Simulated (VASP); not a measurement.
# C (Fd-3m) in VASP: notebook

Runs on C. Level: LDA. Tasks: relaxation of cell and atoms, single point.

Program: VASP 6.6.1. These are calculated values, not measurements. Logs are shortened: lines on timing, memory, paths and dates and some standing lists are left out, and cuts for length are marked.

**1. The cell of the first run**

Symmetry: Fd-3m, No. 227, cubic system. The conventional cell has a = 3.532 Å, b = 3.532 Å, c = 3.532 Å, α = 90.00°, β = 90.00°, γ = 90.00°. C (site symmetry -43m) has 4 C at 1.53 Å within 2.0 Å.

**2. Relaxation of cell and atoms, LDA**

File INCAR:

```
  PREC = Accurate
  ENCUT = 600
  EDIFF = 1E-6
  ISMEAR = 0
  SIGMA = 0.02
  LREAL = False
  LASPH = True
  NELM = 80
  ALGO = Normal
  ISIF = 3
  LWAVE = False
  LCHARG = False
  IBRION = 2
  NSW = 100
  EDIFFG = -0.005
```

File KPOINTS:

```
regular mesh
0
Gamma
  12 12 12
```

File POSCAR:

```
C
1.0
    0.0000000000      1.7660493904      1.7660493904
    1.7660493904      0.0000000000      1.7660493904
    1.7660493904      1.7660493904      0.0000000000
C
2
Direct
    0.5000000000      0.5000000000      0.5000000000
    0.7500000000      0.7500000000      0.7500000000
```

Potentials or basis: VASP PAW LDA potentials, release 64 (C).

The run is started by

```sh
> cat potpaw_LDA.64/C/POTCAR > POTCAR
> mpirun -np 1 vasp_std > vasp.out
```

OUTCAR:

```text
PREC = Accurate
   ENCUT = 600
   EDIFF = 1E-6
   ISMEAR = 0
   LREAL = False
   LASPH = True
   NELM = 80
   ISIF = 3
   IBRION = 2
   NSW = 100
   EDIFFG = -0.005

 ion  position               nearest neighbor table
   1  0.500  0.500  0.500-   2 1.53   2 1.53   2 1.53   2 1.53
   2  0.750  0.750  0.750-   1 1.53   1 1.53   1 1.53   1 1.53

  LATTYP: Found a face centered cubic cell.
 ALAT       =     3.5320987808

  Lattice vectors:

 A1 = (   0.0000000000,   1.7660493904,   1.7660493904)
 A2 = (   1.7660493904,   0.0000000000,   1.7660493904)
 A3 = (   1.7660493904,   1.7660493904,   0.0000000000)

Analysis of symmetry for initial positions (statically):
=====================================================================
 Subroutine PRICEL returns:
 Original cell was already a primitive cell.

 Routine SETGRP: Setting up the symmetry group for a
 face centered cubic supercell.

 Subroutine GETGRP returns: Found 48 space group operations
 (whereof 24 operations were pure point group operations)
 out of a pool of 48 trial point group operations.

The static configuration has the point symmetry T_d .
 The point group associated with its full space group is O_h .

Analysis of symmetry for dynamics (positions and initial velocities):
=====================================================================
 Subroutine PRICEL returns:
 Original cell was already a primitive cell.

 Routine SETGRP: Setting up the symmetry group for a
 face centered cubic supercell.

 Subroutine GETGRP returns: Found 48 space group operations
 (whereof 24 operations were pure point group operations)
 out of a pool of 48 trial point group operations.

The dynamic configuration has the point symmetry T_d .
 The point group associated with its full space group is O_h .

 Subroutine INISYM returns: Found 48 space group operations
 (whereof 24 operations are pure point group operations),
 and found     1 'primitive' translations

----------------------------------------------------------------------------------------

                                     Primitive cell

  volume of cell :      11.0164

  direct lattice vectors                    reciprocal lattice vectors
     0.000000000  1.766049390  1.766049390    -0.283117790  0.283117790  0.283117790
     1.766049390  0.000000000  1.766049390     0.283117790 -0.283117790  0.283117790
     1.766049390  1.766049390  0.000000000     0.283117790  0.283117790 -0.283117790

  length of vectors
     2.497571000  2.497571000  2.497571000     0.490374396  0.490374396  0.490374396

  position of ions in fractional coordinates (direct lattice)
     0.500000000  0.500000000  0.500000000
     0.750000000  0.750000000  0.750000000

  ion indices of the primitive-cell ions
   primitive index   ion index
                 1           1
                 2           2

----------------------------------------------------------------------------------------

 KPOINTS: regular mesh

Automatic generation of k-mesh.
 Grid dimensions read from file:
 generate k-points for:   12   12   12

 Generating k-lattice:

  Cartesian coordinates                     Fractional coordinates (reciprocal lattice)
    -0.023593149  0.023593149  0.023593149     0.083333333  0.000000000  0.000000000
     0.023593149 -0.023593149  0.023593149     0.000000000  0.083333333  0.000000000
     0.023593149  0.023593149 -0.023593149     0.000000000  0.000000000  0.083333333

  Length of vectors
     0.040864533  0.040864533  0.040864533

  Shift w.r.t. Gamma in fractional coordinates (k-lattice)
     0.000000000  0.000000000  0.000000000

 Subroutine IBZKPT returns following result:
 ===========================================

 Found     72 irreducible k-points:

 Following reciprocal coordinates:
            Coordinates               Weight
  0.000000  0.000000  0.000000      1.000000
  0.083333  0.000000  0.000000      8.000000
  0.166667  0.000000  0.000000      8.000000
  0.250000  0.000000  0.000000      8.000000
  0.333333  0.000000  0.000000      8.000000
  0.416667  0.000000  0.000000      8.000000
[... 16 lines left out ...]
  0.500000  0.166667  0.000000     24.000000
 -0.416667  0.166667  0.000000     24.000000
 [... further k-points ...]
   k-points           NKPTS =     72   k-points in BZ     NKDIM =     72   number of bands    NBANDS=      8
   number of dos      NEDOS =    301   number of ions     NIONS =      2
   total plane-waves  NPLWV =   8000
   dimension x,y,z NGX =    20 NGY =   20 NGZ =   20
   dimension x,y,z NGXF=    40 NGYF=   40 NGZF=   40
   ions per type =               2
   NGX,Y,Z   is equivalent  to a cutoff of  13.31, 13.31, 13.31 a.u.
   NGXF,Y,Z  is equivalent  to a cutoff of  26.63, 26.63, 26.63 a.u.
 SYSTEM =  unknown system
   PREC   = accura    normal or accurate (medium, high low for compatibility)
   ISTART =      0    job   : 0-new  1-cont  2-samecut
   ICHARG =      2    charge: 1-file 2-atom 10-const
   ISPIN  =      1    spin polarized calculation?
   LNONCOLLINEAR =      F non collinear calculations
   LSORBIT =      F    spin-orbit coupling
   LASPH  =      T    aspherical Exc in radial PAW
   ENCUT  =  600.0 eV  44.10 Ry    6.64 a.u.   4.99  4.99  4.99*2*pi/ulx,y,z
   NELM   =     80;   NELMIN=  2; NELMDL= -5     # of ELM steps
   EDIFF  = 0.1E-05   stopping-criterion for ELM
   LREAL  =      F    real-space projection
   EDIFFG = -.5E-02   stopping-criterion for IOM
   NSW    =    100    number of steps for IOM
   IBRION =      2    ionic relax: 0-MD 1-quasi-New 2-CG
   NFREE  =      1    steps in history (QN), initial steepest desc. (CG)
   ISIF   =      3    stress and relaxation
   ISYM   =      2    0-nonsym 1-usesym 2-fastsym
   POTIM  = 0.5000    time-step for ionic-motion
   TEBEG  =    0.0;   TEEND  =   0.0 temperature during run
   PSTRESS=    0.0 pullay stress
   NELECT =       8.0000    total number of electrons
   NUPDOWN=      -1.0000    fix difference up-down
   EMIN   =  10.00;   EMAX   =-10.00  energy-range for DOS
   EFERMI =   0.00;   METHOD = LEGACY
   ISMEAR =     0;   SIGMA  =   0.02  broadening in eV -4-tet -1-fermi 0-gaus
   EFERMI_NEDOS =   21; number of points for ismear=-14 and -15
   IALGO  =     38    algorithm
   IMIX   =      4    mixing-type and parameters
     AMIX     =   0.40;   BMIX     =  1.00
     AMIX_MAG =   1.60;   BMIX_MAG =  1.00
  volume/ion in A,a.u.               =       5.51        37.17
  Fermi-wavevector in a.u.,A,eV,Ry     =   1.471495  2.780721 29.460642  2.165296
  Thomas-Fermi vector in A             =   2.586624
   LORBIT       =      0    0 simple, 1 ext, 2 COOP (PROOUT), +10 PAW based schemes
   GGA     = CA    functional components
   LHFCALC =     F    Hartree Fock is set to
   AEXX    =    0.0000 exact exchange contribution
   IVDW    =     0    specifies the selected vdW correction
   LEPSILON=     F    determine dielectric tensor
   LRPA    =     F    only Hartree local field effects (RPA)
 conjugate gradient relaxation of ions
 non-spin polarized calculation
 Gauss-broadening in eV      SIGMA  =   0.02
  energy-cutoff  :      600.00
  volume of cell :       11.02
 maximum number of plane-waves:       380
   NGX =  9   NGY =  9   NGZ =  9

--------------------------------------- Ionic step        1  -------------------------------------------

 number of electron       7.9999998 magnetization

 Free energy of the ion-electron system (eV)
  ---------------------------------------------------
  ext. energy  EPLUGINS =         0.00000000
  ---------------------------------------------------
  free energy    TOTEN  =       -20.25208817 eV

  energy without entropy =      -20.25208817  energy(sigma->0) =      -20.25208817

------------------------ aborting loop because EDIFF is reached ----------------------------------------

  FORCE on cell =-STRESS in cart. coord.  units (eV):
  Direction    XX          YY          ZZ          XY          YZ          ZX
  --------------------------------------------------------------------------------------
  -------------------------------------------------------------------------------------
  Total        0.0474390      0.0474390      0.0474390      0.0000000      0.0000000      0.0000000
  in kB        6.8993474      6.8993474      6.8993474      0.0000000      0.0000000      0.0000000
  external PRESSURE =       6.8993474 kB  Pullay stress =       0.0000000 kB
[... 57 lines left out ...]
  energy  without entropy=      -20.2520627461  energy(sigma->0) =      -20.25206275

--------------------------------------- Ionic step        3  -------------------------------------------

 number of electron       7.9999998 magnetization

 Free energy of the ion-electron system (eV)
  ---------------------------------------------------
  ext. energy  EPLUGINS =         0.00000000
  ---------------------------------------------------
  free energy    TOTEN  =       -20.25212337 eV

  energy without entropy =      -20.25212337  energy(sigma->0) =      -20.25212337

 E-fermi :  10.2343     XC(G=0): -13.6345

 val. band max:       10.1328949283   @ k =   0.0000   0.0000   0.0000
 cond. band min:      14.3258454680   @ k =   0.3333   0.3333   0.0000
 fundamental gap:      4.1929505397
 Fermi energy:        10.2343370044

 k-point     1 :       0.0000    0.0000    0.0000
  band No.  band energies     occupation
      1     -11.5589      2.00000
      2      10.1329      2.00000
      3      10.1329      2.00000
      4      10.1329      2.00000
      5      15.7541      0.00000
      6      15.7541      0.00000
      7      15.7541      0.00000
      8      24.3291      0.00000
[... 243 lines left out ...]
 k-point    24 :      -0.4167    0.1667    0.0000
  band No.  band energies     occupation
      1      -5.1745      2.00000
      2      -2.6334      2.00000
      3       4.5852      2.00000
      4       6.4586      2.00000
      5      17.7221      0.00000
      6      20.4590      0.00000
      7      21.7557      0.00000
      8      25.7090      0.00000

 [... further k-points ...]
[... 5 lines left out ...]
  --------------------------------------------------------------------------------------
  -------------------------------------------------------------------------------------
  Total        0.0002742      0.0002742      0.0002742     -0.0000000     -0.0000000     -0.0000000
  in kB        0.0398214      0.0398214      0.0398214     -0.0000000     -0.0000000     -0.0000000
  external PRESSURE =       0.0398214 kB  Pullay stress =       0.0000000 kB
[... 17 lines left out ...]
  FREE ENERGIE OF THE ION-ELECTRON SYSTEM (eV)
  ---------------------------------------------------
  free  energy   TOTEN  =       -20.2521233726 eV

  energy  without entropy=      -20.2521233726  energy(sigma->0) =      -20.25212337

 reached required accuracy - stopping structural energy minimisation
```

It took 7.1 s on 1 thread of Intel Xeon 6975P-C, shared host; peak memory 0.11 GiB.

What came out:

- Free energy: -20.2521 eV
- Relaxed volume: 5.52 Å³/atom
- Relaxed cell: a = 2.499 Å, b = 2.499 Å, c = 2.499 Å, α = 60.00°, β = 60.00°, γ = 60.00°
- Space group after relaxing (to 0.05 Å): Fd-3m (No. 227)
- Energy gained by relaxing: 0.0 meV/atom
- Ionic steps: 3
- Pressure after relaxing: 0.0 GPa
- Band gap on the k mesh: 4.19 eV, indirect (least direct gap 5.62 eV)

Final structure:
```
CELL_PARAMETERS angstrom
0.00000 1.76692 1.76692
1.76692 0.00000 1.76692
1.76692 1.76692 0.00000
ATOMIC_POSITIONS crystal
C 0.50000 0.50000 0.50000
C 0.75000 0.75000 0.75000
```

Levels at points of the mesh, in eV from the valence-band top:
```tsv
k point	band 1	band 2	band 3	band 4	band 5	band 6	band 7	band 8
(0.00, 0.00, 0.00)	-21.69	0.00	0.00	0.00	5.62	5.62	5.62	14.20
(0.50, 0.00, 0.00)	-15.69	-13.67	-2.86	-2.86	8.50	8.50	9.40	15.66
(0.50, 0.50, 0.00)	-12.81	-12.81	-6.46	-6.46	4.77	4.77	17.05	17.05
```

**3. Single point, LDA**

File INCAR:

```
SYSTEM = C
PREC = Accurate ; ENCUT = 520
EDIFF = 1E-6 ; ISMEAR = 0
SIGMA = 0.02 ; LREAL = .False.
LASPH = .True. ; NELM = 100
ALGO = Normal ; ISIF = 2
LWAVE = .False. ; LCHARG = .False.
GGA = CA ; NBANDS = 11
```

File KPOINTS:

```
Automatic mesh
0
Gamma
  12 12 12
  0 0 0
```

File POSCAR:

```
C
1.0
    0.0000000000      1.7658687227      1.7658687227
    1.7658687227      0.0000000000      1.7658687227
    1.7658687227      1.7658687227      0.0000000000
C
2
Direct
    0.5000000000      0.5000000000      0.5000000000
    0.7500000000      0.7500000000      0.7500000000
```

Potentials or basis: VASP PAW LDA potentials, release 64 (C).

The run is started by

```sh
> cat potpaw_LDA.64/C/POTCAR > POTCAR
> mpirun -np 1 vasp_std > vasp.out
```

It took 6.6 s on 1 thread of Intel Xeon Platinum 8488C (Sapphire Rapids), shared host; peak memory 0.11 GiB.

It converged, with:

* Free energy: -20.2452 eV
* Pressure: 1.6 GPa
* Band gap on the k mesh: 4.20 eV, indirect (least direct gap 5.63 eV)

Levels at points of the mesh, in eV from the valence-band top:
| k point | band 1 | band 2 | band 3 | band 4 | band 5 | band 6 | band 7 | band 8 |
| --- | --- | --- | --- | --- | --- | --- | --- | --- |
| (0.00, 0.00, 0.00) | -21.72 | 0.00 | 0.00 | 0.00 | 5.63 | 5.63 | 5.63 | 14.24 |
| (0.50, 0.00, 0.00) | -15.70 | -13.69 | -2.87 | -2.87 | 8.51 | 8.51 | 9.42 | 15.67 |
| (0.50, 0.50, 0.00) | -12.82 | -12.82 | -6.47 | -6.47 | 4.77 | 4.77 | 17.08 | 17.08 |

A k mesh can miss the band edges.
